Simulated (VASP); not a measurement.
# Cd3TeSe2 (P3m1) in VASP: single point with PBEsol

Aim: the single point of Cd3TeSe2 with PBEsol.

Program: VASP 6.6.1. These are calculated values, not measurements. Logs are shortened: lines on timing, memory, paths and dates and some standing lists are left out, and cuts for length are marked.

## (1) The cell of the first run

Symmetry: P3m1, No. 156, trigonal system. The conventional cell has a = 4.482 Å, b = 4.482 Å, c = 10.980 Å, α = 90.00°, β = 90.00°, γ = 120.00°. Within 3.5 Å of Cd (site symmetry 3m) lie 4 Se at 2.69 to 2.72 Å. Within 3.6 Å of Cd (site symmetry 3m) lie 3 Se at 2.72 Å and 1 Te at 2.86 Å. Within 3.5 Å of Cd (site symmetry 3m) lie 1 Se at 2.68 Å and 3 Te at 2.81 Å. Te (site symmetry 3m) has 4 Cd at 2.81 to 2.86 Å within 3.7 Å. Within 3.5 Å of Se (site symmetry 3m) lie 4 Cd at 2.69 to 2.72 Å. Se (site symmetry 3m) has 4 Cd at 2.68 to 2.72 Å within 3.5 Å.

## (2) Single point, PBEsol

The input, POSCAR:

```
Cd3TeSe2
1.0
    4.4815560202      0.0000000000      0.0000000000
   -2.2407780101      3.8811413620      0.0000000000
    0.0000000000      0.0000000000     10.9800545086
Cd Te Se
3 1 2
Direct
    0.0000000000      0.0000000000      0.0003493588
    0.3333333333      0.6666666667      0.6797227678
    0.6666666667      0.3333333333      0.3193071074
    0.3333333333      0.6666666667      0.4193398860
    0.0000000000      0.0000000000      0.7556006200
    0.6666666667      0.3333333333      0.0756802601
```

The input, INCAR.step1:

```
SYSTEM = Cd3TeSe2
ALGO = Normal ; EDIFF = 1E-6
ENCUT = 520 ; GGA = PS
ISIF = 2 ; ISMEAR = 0
LASPH = .TRUE. ; LCHARG = .TRUE.
LREAL = .FALSE. ; LWAVE = .FALSE.
NBANDS = 36 ; NELM = 60
PREC = Accurate ; SIGMA = 0.01
```

The input, KPOINTS.step1:

```
k-points
0
G
  12 12 4
  0 0 0
```

The input, INCAR.step2:

```
SYSTEM = Cd3TeSe2
ALGO = Normal ; EDIFF = 1E-6
ENCUT = 520 ; GGA = PS
ICHARG = 11 ; ISIF = 2
ISMEAR = -5 ; LASPH = .TRUE.
LCHARG = .FALSE. ; LORBIT = 11
LREAL = .FALSE. ; LWAVE = .FALSE.
NBANDS = 36 ; NEDOS = 1001
NELM = 60 ; PREC = Accurate
SIGMA = 0.01
```

The input, KPOINTS.step2:

```
k-points
0
G
  18 18 6
  0 0 0
```

Potentials or basis: VASP PAW PBE potentials, release 64 (Cd, Te, Se).

Run with:

```console
$ cat potpaw_PBE.64/Cd/POTCAR potpaw_PBE.64/Te/POTCAR potpaw_PBE.64/Se/POTCAR > POTCAR
$ cp INCAR.step1 INCAR
$ cp KPOINTS.step1 KPOINTS
$ mpirun -np 1 vasp_std > vasp.out
$ cp INCAR.step2 INCAR
$ cp KPOINTS.step2 KPOINTS
$ mpirun -np 1 vasp_std > vasp.out
```

OUTCAR:

```text
SYSTEM = Cd3TeSe2
   EDIFF = 1E-6
   ENCUT = 520
   GGA = PS
   ICHARG = 11
   ISIF = 2
   ISMEAR = -5
   LASPH = .TRUE.
   LORBIT = 11
   LREAL = .FALSE.
   NELM = 60
   PREC = Accurate

 ion  position               nearest neighbor table
   1  0.000  0.000  0.000-   5 2.69   6 2.72   6 2.72   6 2.72
   2  0.333  0.667  0.680-   5 2.72   5 2.72   5 2.72   4 2.86
   3  0.667  0.333  0.319-   6 2.68   4 2.81   4 2.81   4 2.81
   4  0.333  0.667  0.419-   3 2.81   3 2.81   3 2.81   2 2.86
   5  0.000  0.000  0.756-   1 2.69   2 2.72   2 2.72   2 2.72
   6  0.667  0.333  0.076-   3 2.68   1 2.72   1 2.72   1 2.72

  LATTYP: Found a hexagonal cell.
 ALAT       =     4.4815560202
 C/A-ratio  =     2.4500540569

  Lattice vectors:

 A1 = (   4.4815560202,   0.0000000000,   0.0000000000)
 A2 = (  -2.2407780101,   3.8811413620,   0.0000000000)
 A3 = (   0.0000000000,   0.0000000000,  10.9800545086)

Analysis of symmetry for initial positions (statically):
=====================================================================
 Subroutine PRICEL returns:
 Original cell was already a primitive cell.

 Routine SETGRP: Setting up the symmetry group for a
 hexagonal supercell.

 Subroutine GETGRP returns: Found  6 space group operations
 (whereof  6 operations were pure point group operations)
 out of a pool of 24 trial point group operations.

The static configuration has the point symmetry C_3v.

Analysis of symmetry for dynamics (positions and initial velocities):
=====================================================================
 Subroutine PRICEL returns:
 Original cell was already a primitive cell.

 Routine SETGRP: Setting up the symmetry group for a
 hexagonal supercell.

 Subroutine GETGRP returns: Found  6 space group operations
 (whereof  6 operations were pure point group operations)
 out of a pool of 24 trial point group operations.

The dynamic configuration has the point symmetry C_3v.

 Subroutine INISYM returns: Found  6 space group operations
 (whereof  6 operations are pure point group operations),
 and found     1 'primitive' translations

----------------------------------------------------------------------------------------

                                     Primitive cell

  volume of cell :     190.9822

  direct lattice vectors                    reciprocal lattice vectors
     4.481556020  0.000000000  0.000000000     0.223136785  0.128828083  0.000000000
    -2.240778010  3.881141362  0.000000000     0.000000000  0.257656165  0.000000000
     0.000000000  0.000000000 10.980054509     0.000000000  0.000000000  0.091074229

  length of vectors
     4.481556020  4.481556020 10.980054509     0.257656165  0.257656165  0.091074229

  position of ions in fractional coordinates (direct lattice)
     0.000000000  0.000000000  0.000349359
     0.333333333  0.666666667  0.679722768
     0.666666667  0.333333333  0.319307107
     0.333333333  0.666666667  0.419339886
     0.000000000  0.000000000  0.755600620
     0.666666667  0.333333333  0.075680260

  ion indices of the primitive-cell ions
   primitive index   ion index
                 1           1
                 2           2
                 3           3
                 4           4
                 5           5
                 6           6

----------------------------------------------------------------------------------------

 KPOINTS: k-points

Automatic generation of k-mesh.
 Grid dimensions read from file:
 generate k-points for:   18   18    6

 Generating k-lattice:

  Cartesian coordinates                     Fractional coordinates (reciprocal lattice)
     0.012396488  0.007157116  0.000000000     0.055555556  0.000000000  0.000000000
     0.000000000  0.014314231  0.000000000     0.000000000  0.055555556  0.000000000
     0.000000000  0.000000000  0.015179038     0.000000000  0.000000000  0.166666667

  Length of vectors
     0.014314231  0.014314231  0.015179038

  Shift w.r.t. Gamma in fractional coordinates (k-lattice)
     0.000000000  0.000000000  0.000000000

 TETIRR: Found   2825 inequivalent tetrahedra from    11664

 Subroutine IBZKPT returns following result:
 ===========================================

 Found    202 irreducible k-points:

 Following reciprocal coordinates:
            Coordinates               Weight
  0.000000  0.000000  0.000000      1.000000
  0.055556  0.000000  0.000000      6.000000
  0.111111  0.000000  0.000000      6.000000
  0.166667  0.000000  0.000000      6.000000
  0.222222  0.000000  0.000000      6.000000
  0.277778  0.000000  0.000000      6.000000
[... 16 lines left out ...]
  0.333333  0.111111  0.000000     12.000000
  0.388889  0.111111  0.000000     12.000000
 [... further k-points ...]
   k-points           NKPTS =    202   k-points in BZ     NKDIM =    202   number of bands    NBANDS=     36
   number of dos      NEDOS =   1001   number of ions     NIONS =      6
   total plane-waves  NPLWV = 108864
   dimension x,y,z NGX =    36 NGY =   36 NGZ =   84
   dimension x,y,z NGXF=    72 NGYF=   72 NGZF=  168
   ions per type =               3   1   2
   NGX,Y,Z   is equivalent  to a cutoff of  13.35, 13.35, 12.72 a.u.
   NGXF,Y,Z  is equivalent  to a cutoff of  26.71, 26.71, 25.44 a.u.
 SYSTEM =  Cd3TeSe2
   PREC   = accura    normal or accurate (medium, high low for compatibility)
   ISTART =      0    job   : 0-new  1-cont  2-samecut
   ICHARG =     11    charge: 1-file 2-atom 10-const
   ISPIN  =      1    spin polarized calculation?
   LNONCOLLINEAR =      F non collinear calculations
   LSORBIT =      F    spin-orbit coupling
   LASPH  =      T    aspherical Exc in radial PAW
   ENCUT  =  520.0 eV  38.22 Ry    6.18 a.u.   8.33  8.33 20.42*2*pi/ulx,y,z
   NELM   =     60;   NELMIN=  2; NELMDL=  0     # of ELM steps
   EDIFF  = 0.1E-05   stopping-criterion for ELM
   LREAL  =      F    real-space projection
   EDIFFG = 0.1E-04   stopping-criterion for IOM
   NSW    =      0    number of steps for IOM
   IBRION =     -1    ionic relax: 0-MD 1-quasi-New 2-CG
   NFREE  =      0    steps in history (QN), initial steepest desc. (CG)
   ISIF   =      2    stress and relaxation
   ISYM   =      2    0-nonsym 1-usesym 2-fastsym
   POTIM  = 0.5000    time-step for ionic-motion
   TEBEG  =    0.0;   TEEND  =   0.0 temperature during run
   PSTRESS=    0.0 pullay stress
   NELECT =      54.0000    total number of electrons
   NUPDOWN=      -1.0000    fix difference up-down
   EMIN   =  10.00;   EMAX   =-10.00  energy-range for DOS
   EFERMI =   0.00;   METHOD = LEGACY
   ISMEAR =    -5;   SIGMA  =   0.01  broadening in eV -4-tet -1-fermi 0-gaus
   EFERMI_NEDOS =   21; number of points for ismear=-14 and -15
   IALGO  =     38    algorithm
   IMIX   =      4    mixing-type and parameters
     AMIX     =   0.40;   BMIX     =  1.00
     AMIX_MAG =   1.60;   BMIX_MAG =  1.00
  volume/ion in A,a.u.               =      31.83       214.80
  Fermi-wavevector in a.u.,A,eV,Ry     =   1.074505  2.030520 15.708759  1.154561
  Thomas-Fermi vector in A             =   2.210335
   LORBIT       =     11    0 simple, 1 ext, 2 COOP (PROOUT), +10 PAW based schemes
   GGA     = PS    functional components
   LHFCALC =     F    Hartree Fock is set to
   AEXX    =    0.0000 exact exchange contribution
   IVDW    =     0    specifies the selected vdW correction
   LEPSILON=     F    determine dielectric tensor
   LRPA    =     F    only Hartree local field effects (RPA)
 non-spin polarized calculation
 Fermi weights with tetrahedron method with Bloechl corrections
  energy-cutoff  :      520.00
  volume of cell :      190.98
 maximum number of plane-waves:      5192
 NGX is ok and might be reduce to    36

 number of electron      53.9999990 magnetization

 Free energy of the ion-electron system (eV)
  ---------------------------------------------------
  ext. energy  EPLUGINS =         0.00000000
  ---------------------------------------------------
  free energy    TOTEN  =       -17.68769969 eV

  energy without entropy =      -17.68769969  energy(sigma->0) =      -17.68769969

 E-fermi :   1.1758     XC(G=0):  -8.7332

 val. band max:        1.1752216449   @ k =   0.0000   0.0000   0.0000
 cond. band min:       1.1752519978   @ k =   0.0000   0.0000   0.0000
 fundamental gap:      0.0000303529
 Fermi energy:         1.1758143248

 k-point     1 :       0.0000    0.0000    0.0000
  band No.  band energies     occupation
      1     -11.4554      2.00000
      2     -11.2810      2.00000
      3      -9.6685      2.00000
      4      -6.9987      2.00000
      5      -6.9987      2.00000
      6      -6.9840      2.00000
[... 28 lines left out ...]
     35       6.8187      0.00000
     36       6.8717      0.00000

 k-point     2 :       0.0556    0.0000    0.0000
  band No.  band energies     occupation
      1     -11.4484      2.00000
      2     -11.2765      2.00000
      3      -9.6598      2.00000
      4      -6.9956      2.00000
      5      -6.9931      2.00000
      6      -6.9816      2.00000
[... 28 lines left out ...]
     35       6.7603      0.00000
     36       6.8256      0.00000
[... 817 lines left out ...]
     35       7.1467      0.00000
     36       7.4470      0.00000

 k-point    24 :       0.3889    0.1111    0.0000
  band No.  band energies     occupation
      1     -11.2036      2.00000
      2     -11.1468      2.00000
      3      -9.3815      2.00000
      4      -6.9190      2.00000
      5      -6.9069      2.00000
      6      -6.8792      2.00000
[... 28 lines left out ...]
     35       7.3089      0.00000
     36       7.6747      0.00000

 [... further k-points ...]

------------------------ aborting loop because EDIFF is reached ----------------------------------------

  FORCE on cell =-STRESS in cart. coord.  units (eV):
  Direction    XX          YY          ZZ          XY          YZ          ZX
  --------------------------------------------------------------------------------------
  -------------------------------------------------------------------------------------
  Total       -2.6101008     -2.6101008     -2.6156125     -0.0000000      0.0000000      0.0000000
  in kB      -21.8965187    -21.8965187    -21.9427575     -0.0000000      0.0000000      0.0000000
  external PRESSURE =     -21.9119316 kB  Pullay stress =       0.0000000 kB

 VOLUME and BASIS-vectors are now :
 -----------------------------------------------------------------------------
  energy-cutoff  :      520.00
  volume of cell :      190.98
      direct lattice vectors                 reciprocal lattice vectors
     4.481556020  0.000000000  0.000000000     0.223136785  0.128828083  0.000000000
    -2.240778010  3.881141362  0.000000000     0.000000000  0.257656165  0.000000000
     0.000000000  0.000000000 10.980054509     0.000000000  0.000000000  0.091074229

 POSITION                                       TOTAL-FORCE (eV/Angst)
 -----------------------------------------------------------------------------------
      0.00000      0.00000      0.00384        -0.000000      0.000000     -0.013104
     -0.00000      2.58743      7.46339         0.000000     -0.000000     -0.002193
      2.24078      1.29371      3.50601         0.000000     -0.000000      0.018473
     -0.00000      2.58743      4.60437        -0.000000      0.000000     -0.035555
      0.00000      0.00000      8.29654        -0.000000      0.000000      0.012568
      2.24078      1.29371      0.83097        -0.000000      0.000000      0.019811
 -----------------------------------------------------------------------------------
    total drift:                               -0.000119      0.000069     -0.000177

  FREE ENERGIE OF THE ION-ELECTRON SYSTEM (eV)
  ---------------------------------------------------
  free  energy   TOTEN  =       -17.6876996904 eV

  energy  without entropy=      -17.6876996904  energy(sigma->0) =      -17.68769969

 total charge

# of ion       s       p       d       tot
------------------------------------------
    1        0.438   0.272   9.549  10.260
    2        0.442   0.270   9.544  10.257
    3        0.466   0.313   9.532  10.311
    4        1.354   2.040   0.020   3.415
    5        1.451   2.332   0.017   3.800
    6        1.449   2.334   0.018   3.801
--------------------------------------------------
tot          5.601   7.562  28.681  41.844
```

It took 16 min on 1 thread of Intel Xeon Platinum 8259CL at 2.50GHz (Skylake/Cascade Lake), shared host; peak memory 1.2 GiB.

What came out:

```yaml
Valence_electrons_inside_the_program's_atomic_spheres: Cd 10.26, 10.31 (each value once); Te 3.42; Se 3.80
```

Caveat: the PAW data sets were made with another functional, which shifts forces and pressure a little; spin-orbit coupling is left out, which moves the levels of the heavy elements.
